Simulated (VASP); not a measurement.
# Al13Si3C3N13 (P1) in VASP: a series of runs, part 2 of 2

VASP 6.6.1.

## Step 3: Single point, PBEsol

This run uses another cell than the first one, of 10.49 Å³/atom.

Contents of INCAR:

```
SYSTEM = Al13Si3C3N13
PREC = Accurate ; ENCUT = 700
EDIFF = 1E-6 ; ISMEAR = -1
SIGMA = 0.05 ; LREAL = Auto
LASPH = .True. ; NELM = 120
ALGO = Normal ; ISIF = 2
LWAVE = .False. ; LCHARG = .False.
GGA = PS ; NBANDS = 246
ISYM = -1 ; GGA_COMPAT = .False.
```

Contents of KPOINTS:

```
explicit points
1
Reciprocal
  0.25000000   0.25000000   0.25000000 1
```

Contents of POSCAR:

```
Al13Si3C3N13
1.0
    9.3471165729      0.0000000000      0.0000000000
    0.0000000000     10.7766287774      0.0000000000
    0.0000000000      0.0000000000      9.9997185844
Al Si N C
39 9 39 9
Direct
    0.1700370000      0.0866750000      0.2531390000
    0.1659640000      0.0829430000      0.7502940000
    0.0008270000      0.3290110000      0.7518540000
    0.4994350000      0.0836030000      0.2450870000
    0.1628180000      0.5841040000      0.2515090000
    0.1698040000      0.5838840000      0.7497020000
    0.0010910000      0.8351450000      0.2528710000
    0.0010780000      0.8349420000      0.7493790000
    0.8322950000      0.0837120000      0.2404590000
    0.8366060000      0.0828390000      0.7528720000
    0.6713480000      0.3297650000      0.2501630000
    0.6661720000      0.3292030000      0.7517700000
    0.4985930000      0.5831110000      0.7482050000
    0.3343780000      0.8379290000      0.2515270000
    0.3317250000      0.8321150000      0.7494430000
    0.8357420000      0.5814420000      0.2505270000
    0.8315110000      0.5824380000      0.7420210000
    0.6659030000      0.8340720000      0.2517050000
    0.6665810000      0.8347320000      0.7445850000
    0.0009610000      0.1681390000      0.4972240000
    0.0030190000      0.1697100000      0.0013680000
    0.3347480000      0.1700550000      0.4979910000
    0.3333470000      0.1661810000      0.9953400000
    0.1665930000      0.4187690000      0.4983090000
    0.1692470000      0.4172400000      0.9977750000
    0.9964140000      0.6694610000      0.5022200000
    0.9985870000      0.6706800000      0.9998690000
    0.6673270000      0.1661130000      0.0009860000
    0.5030900000      0.4141040000      0.4973220000
    0.5004540000      0.4161590000      0.9963720000
    0.3334920000      0.6682050000      0.4966870000
    0.1669030000      0.9174360000      0.4964770000
    0.1641930000      0.9190610000      0.0015780000
    0.8331570000      0.4142730000      0.5006020000
    0.8334990000      0.4145550000      0.9910700000
    0.4986960000      0.9165100000      0.4997960000
    0.5011130000      0.9129610000      0.9989910000
    0.8318400000      0.9154710000      0.5003260000
    0.8364880000      0.9167490000      0.9995430000
    0.9983810000      0.3337230000      0.2506520000
    0.4998190000      0.0828070000      0.7533170000
    0.3324440000      0.3348720000      0.2553050000
    0.3359520000      0.3339020000      0.7484640000
    0.5017190000      0.5823940000      0.2450460000
    0.6635400000      0.1631300000      0.4961130000
    0.3367680000      0.6669930000      0.9999450000
    0.6710700000      0.6698370000      0.4969880000
    0.6644690000      0.6650430000      0.9964360000
    0.0054110000      0.1771380000      0.1986890000
    0.0041270000      0.1649230000      0.6844530000
    0.3361270000      0.1827040000      0.1888160000
    0.3427020000      0.1730660000      0.6935830000
    0.1709010000      0.4098630000      0.1921580000
    0.1792460000      0.4111000000      0.6939190000
    0.0012320000      0.6669890000      0.1879600000
    0.0044880000      0.6667730000      0.6950520000
    0.6624610000      0.1665280000      0.1928000000
    0.6539100000      0.1582980000      0.6768700000
    0.4901080000      0.4213690000      0.1939870000
    0.4906040000      0.4116490000      0.6908190000
    0.3422940000      0.6597180000      0.1865640000
    0.3345970000      0.6659230000      0.6851760000
    0.1698740000      0.9178070000      0.6900920000
    0.6558810000      0.6607150000      0.1793830000
    0.6590110000      0.6673120000      0.6792050000
    0.5013580000      0.9162520000      0.1884510000
    0.4948350000      0.9268980000      0.6930090000
    0.8316210000      0.9134950000      0.1913160000
    0.8338120000      0.9167040000      0.6903660000
    0.1697510000      0.0854550000      0.4445000000
    0.1683610000      0.0865980000      0.9377320000
    0.0030380000      0.3334660000      0.4296610000
    0.0087340000      0.3371690000      0.9398170000
    0.5057130000      0.0861780000      0.4403510000
    0.3332620000      0.3353500000      0.9272940000
    0.1663280000      0.5864170000      0.4399180000
    0.1771930000      0.5880740000      0.9465000000
    0.0004430000      0.8364420000      0.4448280000
    0.0017390000      0.8318990000      0.9370450000
    0.8237090000      0.0894550000      0.4410190000
    0.6650950000      0.3192840000      0.4431430000
    0.6611770000      0.3333910000      0.9408000000
    0.5071710000      0.5856660000      0.4267010000
    0.3338550000      0.8332510000      0.4422050000
    0.3317490000      0.8214930000      0.9419840000
    0.8238790000      0.5913990000      0.9408860000
    0.6682320000      0.8206310000      0.9406440000
    0.1684000000      0.9203580000      0.1923040000
    0.8427290000      0.4118420000      0.1876570000
    0.8334520000      0.4111640000      0.6937830000
    0.4989330000      0.0807810000      0.9315070000
    0.3339410000      0.3368370000      0.4327640000
    0.8368060000      0.0856460000      0.9439380000
    0.4988000000      0.5896410000      0.9436720000
    0.8244220000      0.5852100000      0.4433610000
    0.6628390000      0.8278870000      0.4441940000
```

Potentials or basis: VASP PAW PBE potentials, release 64 (Al, Si, N, C).

The run is started by

```console
$ cat potpaw_PBE.64/Al/POTCAR potpaw_PBE.64/Si/POTCAR potpaw_PBE.64/N/POTCAR potpaw_PBE.64/C/POTCAR > POTCAR
$ mpirun -np 1 vasp_std > vasp.out
```

OUTCAR:

```text
SYSTEM = Al13Si3C3N13
   PREC = Accurate
   ENCUT = 700
   EDIFF = 1E-6
   ISMEAR = -1
   LREAL = Auto
   LASPH = .True.
   NELM = 120
   ISIF = 2
   GGA = PS
   ISYM = -1

 ion  position               nearest neighbor table
   1  0.170  0.087  0.253-  88 1.89  49 1.90  70 1.91  51 1.97  22 3.03  20 3.04  32 3.04  42 3.08
                             4 3.08  14 3.09  21 3.09  33 3.10  40 3.11  23 3.12   7 3.14   9 3.16
   2  0.166  0.083  0.750-  50 1.87  71 1.87  63 1.88  52 2.00  23 3.04   3 3.07  33 3.07  10 3.08
                            21 3.08   8 3.09  32 3.10  20 3.10  15 3.12  22 3.12  41 3.12  43 3.14
   3  0.001  0.329  0.752-  73 1.88  90 1.89  50 1.89  54 1.97  35 3.00  21 3.03  10 3.06   2 3.07
                            25 3.07  20 3.08  34 3.10  24 3.12  12 3.13  43 3.13  17 3.16   6 3.17
   4  0.499  0.084  0.245-  57 1.84  66 1.89  51 1.95  74 1.95  28 3.04  45 3.06  14 3.06  37 3.07
                            23 3.07   1 3.08  11 3.10  22 3.10  18 3.11   9 3.11  36 3.12  42 3.13
   5  0.163  0.584  0.252-  55 1.87  76 1.88  53 1.97  61 1.97  24 3.04  16 3.06  31 3.06  26 3.09
                            27 3.09   7 3.10  40 3.11  25 3.11  42 3.12  46 3.13  44 3.17  14 3.17
   6  0.170  0.584  0.750-  56 1.87  62 1.89  54 1.95  77 1.97  25 3.06  13 3.07  15 3.07  24 3.08
                            46 3.08  31 3.09  26 3.10  43 3.11  27 3.11   8 3.13  17 3.16   3 3.17
   7  0.001  0.835  0.253-  68 1.90  88 1.91  78 1.92  55 1.92  32 3.02  38 3.06  26 3.07  33 3.08
                            27 3.09  39 3.09   5 3.10   9 3.11  14 3.12  18 3.13   1 3.14  16 3.14
   8  0.001  0.835  0.749-  79 1.88  69 1.89  56 1.89  63 1.91  26 3.05  39 3.07  27 3.07  38 3.08
                            10 3.08  33 3.08   2 3.09  15 3.09  32 3.10  19 3.13   6 3.13  17 3.15
   9  0.832  0.084  0.240-  57 1.88  68 1.90  49 1.95  80 2.01  28 2.98  39 3.01  21 3.02  11 3.05
[... 125 lines left out ...]
  95  0.824  0.585  0.443-  47 1.78  34 1.93  16 1.93  26 1.94
  96  0.663  0.828  0.444-  47 1.78  36 1.89  38 1.92  18 1.93

IMPORTANT INFORMATION: All symmetrisations will be switched off!
NOSYMM: (Re-)initialisation of all symmetry stuff for point group C_1.

----------------------------------------------------------------------------------------

                                     Primitive cell

  volume of cell :    1007.2757

  direct lattice vectors                    reciprocal lattice vectors
     9.347116573  0.000000000  0.000000000     0.106984864  0.000000000  0.000000000
[... 267 lines left out ...]
 NGX is ok and might be reduce to    80
   NGX = 41   NGY = 47   NGZ = 43

 number of electron     383.9999998 magnetization

 Free energy of the ion-electron system (eV)
  ---------------------------------------------------
  ext. energy  EPLUGINS =         0.00000000
  ---------------------------------------------------
  free energy    TOTEN  =      -743.38061124 eV

  energy without entropy =     -743.38061124  energy(sigma->0) =     -743.38061124

 E-fermi :   8.4692     XC(G=0): -11.1576

 val. band max:        7.2386134610   @ k =   0.2500   0.2500   0.2500
 cond. band min:      10.7249334377   @ k =   0.2500   0.2500   0.2500
 fundamental gap:      3.4863199767
 Fermi energy:         8.4691934691

 k-point     1 :       0.2500    0.2500    0.2500
  band No.  band energies     occupation
      1      -9.8231      2.00000
      2      -9.5604      2.00000
      3      -9.1089      2.00000
      4      -9.0711      2.00000
      5      -8.8673      2.00000
      6      -8.6505      2.00000
[... 196 lines left out ...]
    203      11.5585      0.00000
    204      11.6293      0.00000
 [bands above 204 left out]

------------------------ aborting loop because EDIFF is reached ----------------------------------------

  FORCE on cell =-STRESS in cart. coord.  units (eV):
  Direction    XX          YY          ZZ          XY          YZ          ZX
  --------------------------------------------------------------------------------------
  -------------------------------------------------------------------------------------
  Total       -0.3061918     -0.4383082     -0.4773238     -1.7558588      1.1706680      1.1904621
  in kB       -0.4870301     -0.6971750     -0.7592334     -2.7928769      1.8620698      1.8935544
  external PRESSURE =      -0.6478128 kB  Pullay stress =       0.0000000 kB

 VOLUME and BASIS-vectors are now :
 -----------------------------------------------------------------------------
  energy-cutoff  :      700.00
  volume of cell :     1007.28
      direct lattice vectors                 reciprocal lattice vectors
     9.347116573  0.000000000  0.000000000     0.106984864  0.000000000  0.000000000
     0.000000000 10.776628777  0.000000000     0.000000000  0.092793398  0.000000000
     0.000000000  0.000000000  9.999718584     0.000000000  0.000000000  0.100002814

 POSITION                                       TOTAL-FORCE (eV/Angst)
 -----------------------------------------------------------------------------------
      1.58936      0.93406      2.53132         0.005143      0.010239      0.001904
      1.55128      0.89385      7.50273         0.003564      0.004839     -0.005224
      0.00773      3.54563      7.51833         0.007416      0.011472     -0.004918
      4.66828      0.90096      2.45080        -0.013031     -0.002061      0.000619
      1.52188      6.29467      2.51502         0.006700     -0.011191     -0.009124
      1.58718      6.29230      7.49681        -0.000245     -0.006688      0.009503
[... 88 lines left out ...]
      7.70597      6.30659      4.43349         0.012426     -0.007781     -0.001692
      6.19563      8.92183      4.44181        -0.006772      0.009557     -0.004793
 -----------------------------------------------------------------------------------
    total drift:                               -0.009567      0.000567      0.017448

  FREE ENERGIE OF THE ION-ELECTRON SYSTEM (eV)
  ---------------------------------------------------
  free  energy   TOTEN  =      -743.3806112426 eV

  energy  without entropy=     -743.3806112425  energy(sigma->0) =     -743.38061124
```

Wall time 18 min (1 thread of Intel Xeon Platinum 8488C (Sapphire Rapids), shared host); peak memory 1.5 GiB.

What came out:

| Item | Value |
| --- | --- |
| Free energy | -743.3806 eV |
| Pressure | -0.1 GPa |
| Largest force | 0.043 eV/Å |
| Band gap on the k mesh | 3.49 eV |

Forces on the atoms (eV/Å):
```
Al   0.005  0.010  0.002
Al   0.004  0.005 -0.005
Al   0.007  0.011 -0.005
Al  -0.013 -0.002  0.001
Al   0.007 -0.011 -0.009
Al   0.000 -0.007  0.010
Al  -0.003 -0.015 -0.004
Al   0.004  0.000 -0.001
Al   0.007  0.007  0.006
Al   0.006  0.005 -0.015
Al  -0.003  0.015  0.003
Al  -0.016 -0.005  0.001
Al   0.006 -0.010 -0.003
Al   0.007 -0.016  0.003
Al   0.002 -0.009  0.011
Al  -0.005  0.009 -0.005
Al   0.000  0.008  0.000
Al   0.004 -0.012 -0.005
Al  -0.009 -0.007  0.002
Al  -0.010  0.005 -0.009
Al   0.010  0.016  0.008
Al   0.003  0.001  0.001
Al   0.000  0.016  0.016
Al  -0.014 -0.002  0.016
Al   0.003  0.004  0.005
Al   0.004 -0.001 -0.005
Al   0.001 -0.018 -0.005
Al  -0.010  0.019  0.010
Al   0.015  0.007  0.015
Al  -0.002 -0.007  0.011
Al   0.004 -0.010  0.007
Al   0.006  0.003  0.003
Al   0.006  0.003 -0.019
Al   0.004 -0.012 -0.006
Al   0.002 -0.002 -0.009
Al  -0.014  0.021  0.001
Al  -0.007 -0.005 -0.002
Al  -0.002  0.011 -0.003
Al  -0.004 -0.013 -0.007
Si   0.004  0.005 -0.010
Si   0.000  0.004 -0.002
Si   0.002  0.008 -0.007
Si  -0.005  0.000 -0.003
Si  -0.002 -0.001 -0.008
Si   0.006 -0.004  0.005
Si  -0.002  0.002  0.006
Si  -0.007 -0.004  0.004
Si   0.003 -0.013 -0.004
N    0.005 -0.024 -0.008
N   -0.003 -0.004  0.004
N   -0.005 -0.034 -0.013
N   -0.011 -0.020 -0.019
N   -0.006  0.020 -0.008
N   -0.030  0.006 -0.013
N   -0.006  0.018  0.013
N   -0.004  0.005  0.000
N    0.008 -0.009 -0.014
N    0.010  0.005  0.025
N    0.011 -0.018 -0.014
N    0.030  0.015 -0.011
N   -0.024  0.020  0.012
N    0.006  0.006 -0.001
N   -0.002 -0.001 -0.009
N    0.027  0.024  0.009
N    0.001 -0.009  0.010
N   -0.005 -0.005 -0.001
N    0.002 -0.018 -0.015
N   -0.002 -0.005 -0.005
N    0.005  0.010 -0.003
N   -0.001 -0.011  0.003
N   -0.002 -0.011 -0.001
N   -0.005 -0.003  0.026
N   -0.009 -0.021  0.004
N   -0.021 -0.021  0.002
N    0.005 -0.006  0.030
N   -0.008  0.010  0.002
N   -0.021 -0.004 -0.014
N   -0.005 -0.005 -0.003
N   -0.001  0.009 -0.003
N    0.024 -0.018 -0.001
N    0.007  0.025 -0.003
N    0.010 -0.016  0.002
N   -0.009  0.000  0.034
N    0.006  0.004 -0.003
N   -0.006  0.038 -0.002
N    0.016 -0.012 -0.013
N    0.008  0.042  0.001
C    0.007 -0.004 -0.003
C   -0.021  0.019 -0.009
C    0.008  0.005 -0.009
C    0.008  0.006  0.026
C    0.000 -0.007  0.021
C   -0.013 -0.003 -0.002
C    0.004 -0.012 -0.012
C    0.012 -0.008 -0.002
C   -0.007  0.010 -0.005
```

Stress tensor (GPa, compression positive):
```
-0.05 -0.28  0.19
-0.28 -0.07  0.19
 0.19  0.19 -0.08
```

Caveat: the PAW data sets were made with another functional, which shifts forces and pressure a little; a shifted mesh leaves out Γ, where band edges can lie.
